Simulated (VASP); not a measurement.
Runs of VASP 6.6.1 on Hf3Br. The structure is that of space group P4/mmm (No. 123), or close to it. The cells are those of the table. 

```tsv
task	cell	k mesh	cutoff (eV)	gap on the mesh (eV)	pressure (GPa)	largest force (eV/Å)
single point	a = 3.208, b = 3.208, c = 8.832 Å, 4 atoms	6 × 6 × 2	520	none	-0.4	0.04
single point	a = 3.218, b = 3.218, c = 8.768 Å, 4 atoms	14 × 14 × 6	520	none	(a)	0.01
single point	a = 3.579, b = 3.579, c = 9.359 Å, 4 atoms	6 × 6 × 2	520	none	-16.0	(b)
relaxation of cell and atoms	relaxed from a = 3.579, b = 3.579, c = 9.359 Å, 4 atoms	6 × 6 × 2	600	none	-0.1	0.03
```

Alike in all rows: level PBE; potentials or basis VASP PAW PBE potentials, release 64 (Hf_pv, Br); no spin polarisation; smearing gaussian 0.1 eV.

Fill in the values left out.

(a) -0.5; (b) 1.53.

Caveats: spin-orbit coupling is left out, which moves the levels of the heavy elements; an odd number of electrons without spin polarisation forces a metal; a magnetic or distorted state may lie lower.

A k mesh can miss the band edges, and the runs leave out spin-orbit coupling on Br, Hf.

A gap of «none» marks levels without a gap at the run's occupations.
